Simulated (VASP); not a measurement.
# LiTe36Mo18 (a cell with a defect) in VASP: single point with PBE

Aim: the single point of LiTe36Mo18 (a cell with a defect) with PBE.

Everything below comes from runs of VASP 6.6.1. Logs are shortened: lines on timing, memory, paths and dates and some standing lists are left out, and cuts for length are marked.

## 1. The cell of the first run

The cell holds a defect, 55 atoms: a = 10.419 Å, b = 10.419 Å, c = 13.773 Å, α = 90.00°, β = 90.00°, γ = 120.00°.

## 2. Single point, PBE

INCAR reads:

```
ALGO     = Normal         # electronic algorithm
EDIFF    = 1E-6           # SCF threshold, eV
ENCUT    = 520            # plane-wave cutoff, eV
GGA      = PE             # functional
ISIF     = 2              # what is computed and relaxed
ISMEAR   = -1             # smearing method
LASPH    = True           # aspherical terms in the spheres
LCHARG   = True           # write CHGCAR
LELF     = True           # ELF
LREAL    = Auto         
LVHAR    = True         
LWAVE    = False          # write WAVECAR
NBANDS   = 268            # bands
NELECT   = 470.0        
NELM     = 60             # most SCF steps
PREC     = Accurate       # precision mode
SIGMA    = 0.01           # smearing width, eV
```

KPOINTS reads:

```
k-points
0
Gamma
  1 1 1
```

POSCAR reads:

```
LiTe36Mo18
1.0
   10.4191193500      0.0000000000      0.0000000000
   -5.2095596700      9.0232220400      0.0000000000
    0.0000000000      0.0000000000     13.7729284500
Te Mo Li
36 18 1
Direct
    0.1105525244      0.2224546832      0.6165665516
    0.2211180630      0.1087171518      0.1238818604
    0.2221974864      0.1109188043      0.3830241346
    0.1082017790      0.2213160655      0.8756131308
    0.1110247029      0.5568742493      0.6168595902
    0.2210368527      0.4469338095      0.1239448826
    0.2221698984      0.4457744675      0.3829921878
    0.1117837114      0.5561080042      0.8793947521
    0.1110898262      0.8886386664      0.6169595690
    0.2224230899      0.7784680427      0.1200062141
    0.2231297944      0.7788093841      0.3830388010
    0.1117763053      0.8900277489      0.8793385549
    0.4454185796      0.2224674281      0.6164748500
    0.5558494404      0.1120543189      0.1203261170
    0.5565662437      0.1113650973      0.3826503578
    0.4465778073      0.2213443259      0.8757776564
    0.4454547215      0.5573553413      0.6165570402
    0.5593288118      0.4468912526      0.1238290031
    0.5570789788      0.4457711427      0.3830831634
    0.4466271748      0.5597121491      0.8756296124
    0.4443862604      0.8894121151      0.6165894952
    0.5558888788      0.7782407403      0.1202824807
    0.5565598529      0.7796168562      0.3827085880
    0.4452824296      0.8898373513      0.8795250076
    0.7784820931      0.2235248109      0.6165774425
    0.8897201495      0.1120632957      0.1202312933
    0.8883418955      0.1114046618      0.3827419869
    0.7780472766      0.2226215858      0.8795380041
    0.7793055789      0.5568380095      0.6169608033
    0.8894865503      0.4455335336      0.1200412103
    0.8891504984      0.4448101778      0.3830072899
    0.7778767909      0.5561241847      0.8793048656
    0.7784936867      0.8894309554      0.6164942358
    0.8895263709      0.7784411122      0.1200918168
    0.8891833518      0.7788215749      0.3829804982
    0.7780649903      0.8898441116      0.8795599312
    0.1102846889      0.2223764406      0.2527686115
    0.2221887268      0.1106999247      0.7468230186
    0.1105175466      0.5575109399      0.2519098979
    0.2220586341      0.4458922746      0.7467938309
    0.1106395283      0.8876468920      0.2518981357
    0.2229134004      0.7785649039      0.7484401039
    0.4455719510      0.2225261654      0.2527816806
    0.5570065532      0.1109118224      0.7476391849
    0.4456112123      0.5575838628      0.2527672319
    0.5571791520      0.4457177250      0.7468153949
    0.4445500873      0.8894241951      0.2512346603
    0.5571607437      0.7807003938      0.7476179839
    0.7785157689      0.2233218900      0.2512152018
    0.8871721631      0.1107547831      0.7476099246
    0.7802820972      0.5573465861      0.2519257987
    0.8893362118      0.4449620083      0.7484295034
    0.7784120901      0.8896176958      0.2512438086
    0.8891872425      0.7787514226      0.7484232593
    0.3336264906      0.3344296513     -0.0003533018
```

Potentials or basis: VASP PAW PBE potentials, release 64 (Te, Mo_sv, Li_sv).

Launch:

```console
$ cat potpaw_PBE.64/Te/POTCAR potpaw_PBE.64/Mo_sv/POTCAR potpaw_PBE.64/Li_sv/POTCAR > POTCAR
$ mpirun -np 1 vasp_gam > vasp.out
```

OUTCAR:

```text
EDIFF = 1E-6
   ENCUT = 520
   GGA = PE
   ISIF = 2
   ISMEAR = -1
   LASPH = True
   LREAL = Auto
   NELECT = 470.0
   NELM = 60
   PREC = Accurate

 ion  position               nearest neighbor table
   1  0.111  0.222  0.617-  38 2.70  40 2.70  50 2.71  33 3.46  25 3.47   9 3.48   5 3.48  13 3.49
                            17 3.49   4 3.57
   2  0.221  0.109  0.124-  55 2.66  41 2.66  43 2.69  37 2.69  10 3.45  34 3.45  14 3.47  26 3.47
                            18 3.52   6 3.52   3 3.57
   3  0.222  0.111  0.383-  43 2.70  37 2.70  41 2.71  35 3.46  11 3.47  27 3.48  15 3.48  19 3.49
                             7 3.49   2 3.57
   4  0.108  0.221  0.876-  55 2.66  50 2.66  38 2.69  40 2.69  36 3.45  28 3.45   8 3.47  12 3.47
                            16 3.53  20 3.53   1 3.57
   5  0.111  0.557  0.617-  40 2.69  52 2.70  42 2.70  29 3.46   9 3.46  25 3.47  21 3.47   1 3.48
                            17 3.48   8 3.62
   6  0.221  0.447  0.124-  55 2.66  39 2.66  37 2.69  45 2.69  10 3.45  30 3.45  22 3.47  26 3.47
                             2 3.52  18 3.52   7 3.57
   7  0.222  0.446  0.383-  37 2.70  45 2.70  39 2.71  31 3.46  11 3.46  27 3.48  23 3.48   3 3.49
                            19 3.49   6 3.57
   8  0.112  0.556  0.879-  42 2.70  52 2.70  40 2.70   4 3.47  20 3.47  28 3.48  24 3.48  32 3.48
                            12 3.48   5 3.62
   9  0.111  0.889  0.617-  38 2.69  54 2.70  42 2.70   5 3.46  29 3.46  21 3.47  33 3.47  13 3.48
[... 76 lines left out ...]
                            39 3.47  41 3.47  53 3.48  49 3.48
  48  0.557  0.781  0.748-  20 2.66  33 2.69  21 2.69  36 2.70  24 2.70  17 2.71  50 3.44  44 3.44
                            54 3.47  42 3.47  40 3.49  46 3.49
  49  0.779  0.223  0.251-  26 2.70  30 2.70  27 2.70  14 2.70  15 2.70  31 2.70  37 3.46  43 3.46
                            39 3.47  51 3.47  53 3.48  47 3.48
  50  0.887  0.111  0.748-   4 2.66  33 2.69  25 2.69  36 2.70  28 2.70   1 2.71  48 3.44  44 3.44
                            54 3.47  52 3.47  40 3.49  38 3.49
  51  0.780  0.557  0.252-  18 2.66  31 2.69  35 2.69  30 2.70  34 2.70  19 2.71  39 3.44  41 3.44
                            49 3.47  53 3.47  43 3.49  45 3.49
  52  0.889  0.445  0.748-   8 2.70  32 2.70   5 2.70  28 2.70  29 2.70  25 2.70  40 3.46  46 3.46
                            50 3.47  44 3.47  42 3.48  54 3.48
  53  0.778  0.890  0.251-  26 2.70  22 2.70  27 2.70  23 2.70  34 2.70  35 2.70  37 3.46  45 3.46
                            51 3.47  41 3.47  49 3.48  47 3.48
  54  0.889  0.779  0.748-  36 2.70  32 2.70  12 2.70   9 2.70  29 2.70  33 2.70  38 3.46  46 3.46
                            48 3.47  50 3.47  42 3.48  52 3.48
  55  0.334  0.334  1.000-  20 2.66   4 2.66   6 2.66  16 2.66  18 2.66   2 2.66

  LATTYP: Found a hexagonal cell.
 ALAT       =    10.4191193500
 C/A-ratio  =     1.3218898822

  Lattice vectors:

 A1 = (  10.4191193500,   0.0000000000,   0.0000000000)
 A2 = (  -5.2095596700,   9.0232220400,   0.0000000000)
 A3 = (   0.0000000000,   0.0000000000,  13.7729284500)

Analysis of symmetry for initial positions (statically):
=====================================================================
 Subroutine PRICEL returns:
 Original cell was already a primitive cell.

 Routine SETGRP: Setting up the symmetry group for a
 hexagonal supercell.

 Subroutine GETGRP returns: Found  1 space group operations
 (whereof  1 operations were pure point group operations)
 out of a pool of 24 trial point group operations.

The static configuration has the point symmetry C_1 .

Analysis of symmetry for dynamics (positions and initial velocities):
=====================================================================
 Subroutine PRICEL returns:
 Original cell was already a primitive cell.

 Routine SETGRP: Setting up the symmetry group for a
 hexagonal supercell.

 Subroutine GETGRP returns: Found  1 space group operations
 (whereof  1 operations were pure point group operations)
 out of a pool of 24 trial point group operations.

The dynamic configuration has the point symmetry C_1 .

 Subroutine INISYM returns: Found  1 space group operations
 (whereof  1 operations are pure point group operations),
 and found     1 'primitive' translations

----------------------------------------------------------------------------------------

                                     Primitive cell

  volume of cell :    1294.8485
[... 137 lines left out ...]
     0.000000000  0.000000000  0.072606200     0.000000000  0.000000000  1.000000000

  Length of vectors
     0.110825157  0.110825157  0.072606200

  Shift w.r.t. Gamma in fractional coordinates (k-lattice)
     0.000000000  0.000000000  0.000000000

 Subroutine IBZKPT returns following result:
 ===========================================

 Found      1 irreducible k-points:

 Following reciprocal coordinates:
            Coordinates               Weight
  0.000000  0.000000  0.000000      1.000000
   k-points           NKPTS =      1   k-points in BZ     NKDIM =      1   number of bands    NBANDS=    268
   number of dos      NEDOS =    301   number of ions     NIONS =     55
   total plane-waves  NPLWV = 691200
   dimension x,y,z NGX =    80 NGY =   80 NGZ =  108
   dimension x,y,z NGXF=   160 NGYF=  160 NGZF=  216
   ions per type =              36  18   1
   NGX,Y,Z   is equivalent  to a cutoff of  12.76, 12.76, 13.04 a.u.
   NGXF,Y,Z  is equivalent  to a cutoff of  25.53, 25.53, 26.07 a.u.
 SYSTEM =  unknown system
   PREC   = accura    normal or accurate (medium, high low for compatibility)
   ISTART =      0    job   : 0-new  1-cont  2-samecut
   ICHARG =      2    charge: 1-file 2-atom 10-const
   ISPIN  =      1    spin polarized calculation?
   LNONCOLLINEAR =      F non collinear calculations
   LSORBIT =      F    spin-orbit coupling
   LASPH  =      T    aspherical Exc in radial PAW
   ENCUT  =  520.0 eV  38.22 Ry    6.18 a.u.  19.37 19.37 25.61*2*pi/ulx,y,z
   NELM   =     60;   NELMIN=  2; NELMDL= -5     # of ELM steps
   EDIFF  = 0.1E-05   stopping-criterion for ELM
   LREAL  =      T    real-space projection
   EDIFFG = 0.1E-04   stopping-criterion for IOM
   NSW    =      0    number of steps for IOM
   IBRION =     -1    ionic relax: 0-MD 1-quasi-New 2-CG
   NFREE  =      0    steps in history (QN), initial steepest desc. (CG)
   ISIF   =      2    stress and relaxation
   ISYM   =      2    0-nonsym 1-usesym 2-fastsym
   POTIM  = 0.5000    time-step for ionic-motion
   TEBEG  =    0.0;   TEEND  =   0.0 temperature during run
   PSTRESS=    0.0 pullay stress
   NELECT =     470.0000    total number of electrons
   NUPDOWN=      -1.0000    fix difference up-down
   EMIN   =  10.00;   EMAX   =-10.00  energy-range for DOS
   EFERMI =   0.00;   METHOD = LEGACY
   ISMEAR =    -1;   SIGMA  =   0.01  broadening in eV -4-tet -1-fermi 0-gaus
   EFERMI_NEDOS =   21; number of points for ismear=-14 and -15
   IALGO  =     38    algorithm
   IMIX   =      4    mixing-type and parameters
     AMIX     =   0.40;   BMIX     =  1.00
     AMIX_MAG =   1.60;   BMIX_MAG =  1.00
  volume/ion in A,a.u.               =      23.54       158.87
  Fermi-wavevector in a.u.,A,eV,Ry     =   1.167798  2.206819 18.554981  1.363753
  Thomas-Fermi vector in A             =   2.304294
   LORBIT       =      0    0 simple, 1 ext, 2 COOP (PROOUT), +10 PAW based schemes
   GGA     = PE    functional components
   LHFCALC =     F    Hartree Fock is set to
   AEXX    =    0.0000 exact exchange contribution
   IVDW    =     0    specifies the selected vdW correction
   LEPSILON=     F    determine dielectric tensor
   LRPA    =     F    only Hartree local field effects (RPA)
 non-spin polarized calculation
  energy-cutoff  :      520.00
  volume of cell :     1294.85
 maximum number of plane-waves:     17483
 NGX is ok and might be reduce to    80
   NGX = 39   NGY = 39   NGZ = 51

 number of electron     470.0000011 magnetization

 Free energy of the ion-electron system (eV)
  ---------------------------------------------------
  ext. energy  EPLUGINS =         0.00000000
  ---------------------------------------------------
  free energy    TOTEN  =      -334.94337474 eV

  energy without entropy =     -334.94337474  energy(sigma->0) =     -334.94337474

 E-fermi :   9.1505     XC(G=0): -10.6744

 val. band max:        8.8404203052   @ k =   0.0000   0.0000   0.0000
 cond. band min:       9.8379803174   @ k =   0.0000   0.0000   0.0000
 fundamental gap:      0.9975600121
 Fermi energy:         9.1504850497

 k-point     1 :       0.0000    0.0000    0.0000
  band No.  band energies     occupation
      1     -51.8556      2.00000
      2     -51.8551      2.00000
      3     -51.8502      2.00000
      4     -51.8501      2.00000
      5     -51.8497      2.00000
      6     -51.8496      2.00000
[... 239 lines left out ...]
    246       9.9672      0.00000
    247       9.9674      0.00000
 [bands above 247 left out]

------------------------ aborting loop because EDIFF is reached ----------------------------------------

  FORCE on cell =-STRESS in cart. coord.  units (eV):
  Direction    XX          YY          ZZ          XY          YZ          ZX
  --------------------------------------------------------------------------------------
  -------------------------------------------------------------------------------------
  Total       35.4755908     35.4880623     36.9262191     -0.0005548      0.0078582     -0.0031756
  in kB       43.8956284     43.9110600     45.6905595     -0.0006865      0.0097233     -0.0039293
  external PRESSURE =      44.4990826 kB  Pullay stress =       0.0000000 kB

 VOLUME and BASIS-vectors are now :
 -----------------------------------------------------------------------------
  energy-cutoff  :      520.00
  volume of cell :     1294.85
      direct lattice vectors                 reciprocal lattice vectors
    10.419119350  0.000000000  0.000000000     0.095977401  0.055412578  0.000000000
    -5.209559670  9.023222040  0.000000000     0.000000000  0.110825157  0.000000000
     0.000000000  0.000000000 13.772928450     0.000000000  0.000000000  0.072606200

 POSITION                                       TOTAL-FORCE (eV/Angst)
 -----------------------------------------------------------------------------------
     -0.00703      2.00726      8.49193         0.000751      0.010875     -0.005914
      1.73749      0.98098      1.70622        -0.001564      0.002203     -0.015768
      1.73726      1.00084      5.27536         0.006398      0.004041      0.007495
     -0.02559      1.99698     12.05976         0.004502      0.000014      0.014324
     -1.74429      5.02480      8.49596         0.004720     -0.002816     -0.006008
     -0.02532      4.03278      1.70708         0.001322     -0.006725     -0.014411
[... 47 lines left out ...]
      5.20760      7.02685     10.30798         0.002600     -0.000521     -0.000873
      1.73386      3.01763     13.76806         0.003472     -0.003844      0.005726
 -----------------------------------------------------------------------------------
    total drift:                               -0.014046      0.005118     -0.011094

  FREE ENERGIE OF THE ION-ELECTRON SYSTEM (eV)
  ---------------------------------------------------
  free  energy   TOTEN  =      -334.9433747386 eV

  energy  without entropy=     -334.9433747386  energy(sigma->0) =     -334.94337474
```

It took 33 min on 1 thread of AMD EPYC 7R13, shared host; peak memory 1.3 GiB.

What came out:

* Free energy: -334.9434 eV
* Largest force: 0.017 eV/Å

Forces in eV/Å, atoms in the order of the input:
```
Te   0.001  0.011 -0.006
Te  -0.002  0.002 -0.016
Te   0.006  0.004  0.007
Te   0.005  0.000  0.014
Te   0.005 -0.003 -0.006
Te   0.001 -0.007 -0.014
Te  -0.002  0.001  0.009
Te   0.000  0.001  0.015
Te   0.007 -0.007 -0.005
Te  -0.001 -0.002 -0.012
Te  -0.002  0.003  0.010
Te   0.002  0.001  0.010
Te  -0.004 -0.001 -0.007
Te   0.003  0.001 -0.010
Te  -0.001  0.001  0.010
Te  -0.007  0.000  0.014
Te  -0.003 -0.001 -0.011
Te  -0.004 -0.001 -0.016
Te  -0.001  0.002  0.012
Te  -0.001 -0.006  0.012
Te   0.001  0.003 -0.009
Te  -0.002 -0.005 -0.012
Te   0.001 -0.004  0.012
Te  -0.001  0.000  0.008
Te   0.001 -0.003 -0.007
Te  -0.005  0.006 -0.012
Te  -0.006  0.007  0.004
Te  -0.004  0.003  0.008
Te  -0.002  0.004 -0.013
Te  -0.001  0.002 -0.009
Te   0.003  0.000  0.014
Te   0.000  0.000  0.013
Te   0.001 -0.003 -0.003
Te   0.002 -0.002 -0.017
Te   0.000 -0.001  0.004
Te  -0.003 -0.002  0.011
Mo   0.003 -0.002 -0.004
Mo   0.000 -0.001  0.007
Mo   0.004 -0.003  0.000
Mo  -0.001  0.000  0.005
Mo  -0.001  0.002  0.001
Mo  -0.002  0.005  0.000
Mo   0.003 -0.005 -0.005
Mo   0.005 -0.002  0.004
Mo   0.001  0.001 -0.002
Mo   0.004  0.001  0.005
Mo   0.003  0.006 -0.009
Mo   0.000  0.001  0.002
Mo  -0.005 -0.005 -0.006
Mo   0.001  0.001  0.004
Mo  -0.001 -0.001 -0.002
Mo  -0.005  0.000  0.001
Mo  -0.002  0.001 -0.009
Mo   0.003 -0.001 -0.001
Li   0.003 -0.004  0.006
```

Caveat: the k points lie up to 0.70 Å⁻¹ apart; the cell carries a net charge on a neutralising background, which shifts energy and pressure; the cell is charged against a uniform background, so pressure and absolute levels hang on convention; the cutoff is under 1.25 times the usual one of these potentials, so pressure, stress and relaxed cells hold a basis-set (Pulay) error; spin-orbit coupling is left out, which moves the levels of the heavy elements.
